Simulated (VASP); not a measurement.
Runs of VASP 6.6.1 on Si3Ge. It takes space group P-4m2 (No. 115, tetragonal). Conventional cell: a = 3.888 Å, b = 3.888 Å, c = 5.484 Å, α = 90.00°, β = 90.00°, γ = 90.00°. Within 3.1 Å of Si (site symmetry 2mm) lie 2 Si at 2.36 Å and 2 Ge at 2.39 Å. Within 3.1 Å of Si (site symmetry -4m2) lie 4 Si at 2.36 Å. Within 3.2 Å of Ge (site symmetry -4m2) lie 4 Si at 2.39 Å. 

| level | potentials or basis | spin | k mesh | smearing | gap on the mesh (eV) | pressure (GPa) | largest force (eV/Å) |
| --- | --- | --- | --- | --- | --- | --- | --- |
| PBE | VASP PAW PBE potentials, release 64 (Si, Ge_d) | non-collinear, zero start, SOC | 4 × 4 × 4 | fermi-dirac 0.02 eV | - | (a) | 0.10 |
| r2SCAN | VASP PAW PBE potentials, release 64 (Si, Ge_d) | off | 6 × 6 × 4 | gaussian 0.01 eV | 0.58 | -0.1 | 0.02 |
| PBE | VASP PAW PBE potentials, release 64 (Si, Ge_d) | off | 6 × 6 × 4 | gaussian 0.01 eV | 0.38 | 1.7 | 0.09 |
| LDA | VASP PAW LDA potentials, release 64 (Si, Ge_d) | off | 6 × 6 × 4 | gaussian 0.01 eV | 0.28 | (b) | - |

Alike in all rows: task single point; cell as given; cutoff (eV) 520.

**Question.** Estimate the missing entries.

**Answer.** (a) 1.9; (b) -2.1.

Caveats: some runs use coarse meshes; the PAW data sets were made with another functional, which shifts forces and pressure a little (at least some runs).

A k mesh can miss the band edges, and rows without SOC leave out spin-orbit coupling on Ge.
